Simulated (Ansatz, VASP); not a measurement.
One calculation of PbO2, two programs

```
Pb O
1.0
     0.00000    2.75499    2.75499
     2.75499    0.00000    2.75499
     2.75499    2.75499    0.00000
Pb O
1 2
Direct
  0.00000 0.00000 0.00000
  0.75000 0.75000 0.75000
  0.25000 0.25000 0.25000
```

Alike in both runs: task single point; functional BLYP; dispersion D4; k mesh 9 × 9 × 9; occupations fermi-dirac, width 0.025 eV; no spin polarisation.

```csv
,VASP,Ansatz
version,VASP 6.6.1,Ansatz 0.2.0
potentials or method,"VASP PAW PBE potentials, release 64 (Pb_d, O)",JTH PAW LDA
plane-wave cutoff (eV),520,1800
valence electrons in the cell,26,26
```

```csv
,VASP,Ansatz,Ansatz less VASP
gap on the k mesh at the Fermi level (eV),none,none,-
pressure (GPa),-5.8,-6.0,-0.21
```

VASP's potentials were made for PBE, not for BLYP. A gap of «none» marks a metal or a gap that the smearing closes.

Neither program's run includes spin-orbit coupling.
